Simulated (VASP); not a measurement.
Zr, 4 atoms in the cell. The structure is hexagonal, space group P6_3/mmc (No. 194). The conventional cell has a = 4.060 Å, b = 4.060 Å, c = 6.699 Å, α = 90.00°, β = 90.00°, γ = 120.00°. Zr (site symmetry 3m) has 4 Zr at 2.49 to 2.51 Å within 3.3 Å. 

| Property | Result |
| --- | --- |
| Program | VASP 6.6.1 |
| Task | relaxation of cell and atoms |
| Functional | PBEsol |
| Potentials or basis | VASP PAW PBE potentials, release 64 (Zr_sv) |
| Cutoff | 600 eV |
| k mesh | 6 × 6 × 4 |
| Occupations | gaussian, width 0.1 eV |
| Spin | no spin polarisation |
| Dipole correction | no |
| Further INCAR settings | ALGO = Normal; EDIFF = 1e-07; IBRION = 2; EDIFFG = -0.04; NSW = 90; ISIF = 3 |

Potentials or basis: VASP PAW PBE potentials, release 64 (Zr_sv).

Launch:

```console
$ cat potpaw_PBE.64/Zr_sv/POTCAR > POTCAR
$ mpirun -np 1 vasp_std > vasp.out
```

Hardware: 1 thread of Intel Xeon 8259CL, on a shared host.

Q: How long does it take, and how much memory?

A: Run time: 21 min on 1 thread of Intel Xeon 8259CL, with other jobs on the host, peak memory 0.26 GiB. Counts: scf iterations 228, k points 21, ion steps 22.
